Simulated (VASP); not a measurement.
# TlSn (P4/mmm) in VASP: a series of runs

Runs on TlSn. Level: LDA. Tasks: electric field gradients.

Everything below comes from runs of VASP 6.6.1. Logs are shortened: lines on timing, memory, paths and dates and some standing lists are left out, and cuts for length are marked.

**1. The cell of the first run**

It takes space group P4/mmm (No. 123, tetragonal). Conventional cell: a = 3.590 Å, b = 3.590 Å, c = 4.346 Å, α = 90.00°, β = 90.00°, γ = 90.00°. Within 4.4 Å of Tl (site symmetry 4/mmm) lie 8 Sn at 3.34 Å and 6 Tl at 3.59 to 4.35 Å. Within 4.4 Å of Sn (site symmetry 4/mmm) lie 8 Tl at 3.34 Å and 6 Sn at 3.59 to 4.35 Å.

**2. Electric field gradients, LDA (volume scaled by 0.98)**

File INCAR:

```
SYSTEM = TlSn
ALGO = Normal ; EDIFF = 1E-8
ENCUT = 520 ; ISIF = 2
ISMEAR = -1 ; LASPH = .TRUE.
LCHARG = .FALSE. ; LEFG = .TRUE.
LREAL = .FALSE. ; LWAVE = .FALSE.
NBANDS = 20 ; NELM = 60
PREC = Accurate ; SIGMA = 0.08
```

File KPOINTS:

```
k-points
0
G
  9 9 8
  0 0 0
```

File POSCAR:

```
TlSn
1.0
    3.5904692024      0.0000000000      0.0000000000
    0.0000000000      3.5904692024      0.0000000000
    0.0000000000      0.0000000000      4.3456366992
Tl Sn
1 1
Direct
    0.0000000000      0.0000000000      0.0000000000
    0.5000000000      0.5000000000      0.5000000000
```

Potentials or basis: VASP PAW LDA potentials, release 64 (Tl_d, Sn_d).

Launch:

```
> cat potpaw_LDA.64/Tl_d/POTCAR potpaw_LDA.64/Sn_d/POTCAR > POTCAR
> mpirun -np 1 vasp_std > vasp.out
```

OUTCAR:

```text
SYSTEM = TlSn
   EDIFF = 1E-8
   ENCUT = 520
   ISIF = 2
   ISMEAR = -1
   LASPH = .TRUE.
   LREAL = .FALSE.
   NELM = 60
   PREC = Accurate

 ion  position               nearest neighbor table
   1  0.000  0.000  0.000-   2 3.34   2 3.34   2 3.34   2 3.34   2 3.34   2 3.34   2 3.34   2 3.34

   2  0.500  0.500  0.500-   1 3.34   1 3.34   1 3.34   1 3.34   1 3.34   1 3.34   1 3.34   1 3.34

  LATTYP: Found a simple tetragonal cell.
 ALAT       =     3.5904692024
 C/A-ratio  =     1.2103255742

  Lattice vectors:

 A1 = (   3.5904692024,   0.0000000000,   0.0000000000)
 A2 = (   0.0000000000,   3.5904692024,   0.0000000000)
 A3 = (   0.0000000000,   0.0000000000,   4.3456366992)

Analysis of symmetry for initial positions (statically):
=====================================================================
 Subroutine PRICEL returns:
 Original cell was already a primitive cell.

 Routine SETGRP: Setting up the symmetry group for a
 simple tetragonal supercell.

 Subroutine GETGRP returns: Found 16 space group operations
 (whereof 16 operations were pure point group operations)
 out of a pool of 16 trial point group operations.

The static configuration has the point symmetry D_4h.

Analysis of symmetry for dynamics (positions and initial velocities):
=====================================================================
 Subroutine PRICEL returns:
 Original cell was already a primitive cell.

 Routine SETGRP: Setting up the symmetry group for a
 simple tetragonal supercell.

 Subroutine GETGRP returns: Found 16 space group operations
 (whereof 16 operations were pure point group operations)
 out of a pool of 16 trial point group operations.

The dynamic configuration has the point symmetry D_4h.

 Subroutine INISYM returns: Found 16 space group operations
 (whereof 16 operations are pure point group operations),
 and found     1 'primitive' translations

----------------------------------------------------------------------------------------

                                     Primitive cell

  volume of cell :      56.0216

  direct lattice vectors                    reciprocal lattice vectors
     3.590469202  0.000000000  0.000000000     0.278515131  0.000000000  0.000000000
     0.000000000  3.590469202  0.000000000     0.000000000  0.278515131  0.000000000
     0.000000000  0.000000000  4.345636699     0.000000000  0.000000000  0.230115877

  length of vectors
     3.590469202  3.590469202  4.345636699     0.278515131  0.278515131  0.230115877

  position of ions in fractional coordinates (direct lattice)
     0.000000000  0.000000000  0.000000000
     0.500000000  0.500000000  0.500000000

  ion indices of the primitive-cell ions
   primitive index   ion index
                 1           1
                 2           2

----------------------------------------------------------------------------------------

 KPOINTS: k-points

Automatic generation of k-mesh.
 Grid dimensions read from file:
 generate k-points for:    9    9    8

 Generating k-lattice:

  Cartesian coordinates                     Fractional coordinates (reciprocal lattice)
     0.030946126  0.000000000  0.000000000     0.111111111  0.000000000  0.000000000
     0.000000000  0.030946126  0.000000000     0.000000000  0.111111111  0.000000000
     0.000000000  0.000000000  0.028764485     0.000000000  0.000000000  0.125000000

  Length of vectors
     0.030946126  0.030946126  0.028764485

  Shift w.r.t. Gamma in fractional coordinates (k-lattice)
     0.000000000  0.000000000  0.000000000

 Subroutine IBZKPT returns following result:
 ===========================================

 Found     75 irreducible k-points:

 Following reciprocal coordinates:
            Coordinates               Weight
  0.000000  0.000000  0.000000      1.000000
  0.111111  0.000000  0.000000      4.000000
  0.222222  0.000000  0.000000      4.000000
  0.333333  0.000000  0.000000      4.000000
  0.444444  0.000000  0.000000      4.000000
  0.111111  0.111111  0.000000      4.000000
[... 16 lines left out ...]
  0.333333  0.111111  0.125000     16.000000
  0.444444  0.111111  0.125000     16.000000
 [... further k-points ...]
   k-points           NKPTS =     75   k-points in BZ     NKDIM =     75   number of bands    NBANDS=     20
   number of dos      NEDOS =    301   number of ions     NIONS =      2
   total plane-waves  NPLWV =  25088
   dimension x,y,z NGX =    28 NGY =   28 NGZ =   32
   dimension x,y,z NGXF=    56 NGYF=   56 NGZF=   64
   ions per type =               1   1
   NGX,Y,Z   is equivalent  to a cutoff of  12.96, 12.96, 12.24 a.u.
   NGXF,Y,Z  is equivalent  to a cutoff of  25.93, 25.93, 24.48 a.u.
 SYSTEM =  TlSn
   PREC   = accura    normal or accurate (medium, high low for compatibility)
   ISTART =      0    job   : 0-new  1-cont  2-samecut
   ICHARG =      2    charge: 1-file 2-atom 10-const
   ISPIN  =      1    spin polarized calculation?
   LNONCOLLINEAR =      F non collinear calculations
   LSORBIT =      F    spin-orbit coupling
   LASPH  =      T    aspherical Exc in radial PAW
   ENCUT  =  520.0 eV  38.22 Ry    6.18 a.u.   6.68  6.68  8.08*2*pi/ulx,y,z
   NELM   =     60;   NELMIN=  2; NELMDL= -5     # of ELM steps
   EDIFF  = 0.1E-07   stopping-criterion for ELM
   LREAL  =      F    real-space projection
   EDIFFG = 0.1E-06   stopping-criterion for IOM
   NSW    =      0    number of steps for IOM
   IBRION =     -1    ionic relax: 0-MD 1-quasi-New 2-CG
   NFREE  =      0    steps in history (QN), initial steepest desc. (CG)
   ISIF   =      2    stress and relaxation
   ISYM   =      2    0-nonsym 1-usesym 2-fastsym
   POTIM  = 0.5000    time-step for ionic-motion
   TEBEG  =    0.0;   TEEND  =   0.0 temperature during run
   PSTRESS=    0.0 pullay stress
   NELECT =      27.0000    total number of electrons
   NUPDOWN=      -1.0000    fix difference up-down
   EMIN   =  10.00;   EMAX   =-10.00  energy-range for DOS
   EFERMI =   0.00;   METHOD = LEGACY
   ISMEAR =    -1;   SIGMA  =   0.08  broadening in eV -4-tet -1-fermi 0-gaus
   EFERMI_NEDOS =   21; number of points for ismear=-14 and -15
   IALGO  =     38    algorithm
   IMIX   =      4    mixing-type and parameters
     AMIX     =   0.40;   BMIX     =  1.00
     AMIX_MAG =   1.60;   BMIX_MAG =  1.00
  volume/ion in A,a.u.               =      28.01       189.03
  Fermi-wavevector in a.u.,A,eV,Ry     =   1.283544  2.425547 22.415402  1.647486
  Thomas-Fermi vector in A             =   2.415791
   LORBIT       =      0    0 simple, 1 ext, 2 COOP (PROOUT), +10 PAW based schemes
   GGA     = CA    functional components
   LHFCALC =     F    Hartree Fock is set to
   AEXX    =    0.0000 exact exchange contribution
   IVDW    =     0    specifies the selected vdW correction
   LEPSILON=     F    determine dielectric tensor
   LRPA    =     F    only Hartree local field effects (RPA)
 non-spin polarized calculation
  energy-cutoff  :      520.00
  volume of cell :       56.02
 maximum number of plane-waves:      1531
 NGX is ok and might be reduce to    28
   NGX = 13   NGY = 13   NGZ = 17

 number of electron      27.0000000 magnetization

 Free energy of the ion-electron system (eV)
  ---------------------------------------------------
  ext. energy  EPLUGINS =         0.00000000
  ---------------------------------------------------
  free energy    TOTEN  =        -7.32110272 eV

  energy without entropy =       -7.30025168  energy(sigma->0) =       -7.31067720

 E-fermi :   6.9616     XC(G=0): -10.5354

 val. band max:        6.9600717843   @ k =   0.4444   0.3333   0.5000
 cond. band min:       6.9703493172   @ k =   0.4444   0.3333   0.2500
 fundamental gap:      0.0102775329
 Fermi energy:         6.9615545538

 k-point     1 :       0.0000    0.0000    0.0000
  band No.  band energies     occupation
      1     -14.4721      2.00000
      2     -14.4408      2.00000
      3     -14.4074      2.00000
      4     -14.4074      2.00000
      5     -14.3902      2.00000
      6      -4.6321      2.00000
[... 12 lines left out ...]
     19      16.2271      0.00000
     20      16.2271      0.00000

 k-point     2 :       0.1111    0.0000    0.0000
  band No.  band energies     occupation
      1     -14.4656      2.00000
      2     -14.4374      2.00000
      3     -14.4105      2.00000
      4     -14.4070      2.00000
      5     -14.3929      2.00000
      6      -4.6068      2.00000
[... 12 lines left out ...]
     19      15.0921      0.00000
     20      16.1525      0.00000
[... 465 lines left out ...]
      3     -14.4112      2.00000
      4     -14.4084      2.00000
      5     -14.3980      2.00000
      6      -4.4948      2.00000
[... 12 lines left out ...]
     19      15.0109      0.00000
     20      16.5668      0.00000

 k-point    24 :       0.4444    0.1111    0.1250
  band No.  band energies     occupation
      1     -14.4385      2.00000
      2     -14.4337      2.00000
      3     -14.4165      2.00000
      4     -14.4077      2.00000
      5     -14.3812      2.00000
      6      -4.4967      2.00000
[... 12 lines left out ...]
     19      15.4395      0.00000
     20      16.8198      0.00000

 [... further k-points ...]
[... 5 lines left out ...]
  --------------------------------------------------------------------------------------
  -------------------------------------------------------------------------------------
  Total       -0.9667578     -0.9667578     -0.7256988      0.0000000      0.0000000      0.0000000
  in kB      -27.6485561    -27.6485561    -20.7544473      0.0000000      0.0000000      0.0000000
  external PRESSURE =     -25.3505198 kB  Pullay stress =       0.0000000 kB

 VOLUME and BASIS-vectors are now :
 -----------------------------------------------------------------------------
  energy-cutoff  :      520.00
  volume of cell :       56.02
      direct lattice vectors                 reciprocal lattice vectors
     3.590469202  0.000000000  0.000000000     0.278515131  0.000000000  0.000000000
     0.000000000  3.590469202  0.000000000     0.000000000  0.278515131  0.000000000
     0.000000000  0.000000000  4.345636699     0.000000000  0.000000000  0.230115877

 POSITION                                       TOTAL-FORCE (eV/Angst)
 -----------------------------------------------------------------------------------
      0.00000      0.00000      0.00000         0.000000      0.000000      0.000000
      1.79523      1.79523      2.17282         0.000000      0.000000      0.000000
 -----------------------------------------------------------------------------------
    total drift:                                0.000000      0.000000      0.000000

  FREE ENERGIE OF THE ION-ELECTRON SYSTEM (eV)
  ---------------------------------------------------
  free  energy   TOTEN  =        -7.3211027178 eV

  energy  without entropy=       -7.3002516773  energy(sigma->0) =       -7.31067720

 Electric field gradients (V/A^2)
---------------------------------------------------------------------
 ion       V_xx      V_yy      V_zz      V_xy      V_xz      V_yz
---------------------------------------------------------------------
   1      31.929    31.929   -63.858     0.000    -0.000     0.000
   2       4.984     4.984    -9.969    -0.000    -0.000    -0.000
---------------------------------------------------------------------

 Electric field gradients after diagonalization (V/A^2)
 (convention: |V_zz| > |V_xx| > |V_yy|)
----------------------------------------------------------------------
 ion       V_xx      V_yy      V_zz     asymmetry (V_yy - V_xx)/ V_zz
----------------------------------------------------------------------
   1      31.929    31.929   -63.858       0.000
   2       4.984     4.984    -9.969       0.000
----------------------------------------------------------------------

           NMR quadrupolar parameters

 Cq : quadrupolar parameter    Cq=e*Q*V_zz/h
 eta: asymmetry parameters     (V_yy - V_xx)/ V_zz
 Q  : nuclear electric quadrupole moment in mb (millibarn)
----------------------------------------------------------------------
 ion       Cq(MHz)       eta       Q (mb)
----------------------------------------------------------------------
   1      -0.154       0.000       1.000
   2      -0.024       0.000       1.000
----------------------------------------------------------------------
```

Run time: 47 s. Hardware: 1 thread of Intel Xeon Platinum 8488C (Sapphire Rapids), shared host; peak memory 0.21 GiB.

What came out:

```yaml
Free_energy: -7.3211 eV
Pressure: -2.5 GPa
```

Stress tensor (GPa, compression positive):
```
-2.76  0.00  0.00
 0.00 -2.76  0.00
 0.00  0.00 -2.08
```

Electric field gradients, principal values (V/Å²):
| atom | least | middle | greatest (by size) |
| --- | --- | --- | --- |
| 1 Tl | 31.929 | 31.929 | -63.858 |
| 2 Sn | 4.984 | 4.984 | -9.969 |

Caveat: without QUAD_EFG the Cq values of the log hold for a quadrupole moment of 1 mb, not for the nuclei; spin-orbit coupling is left out, which moves the levels of the heavy elements.

(Continued in part 2 of 2.)
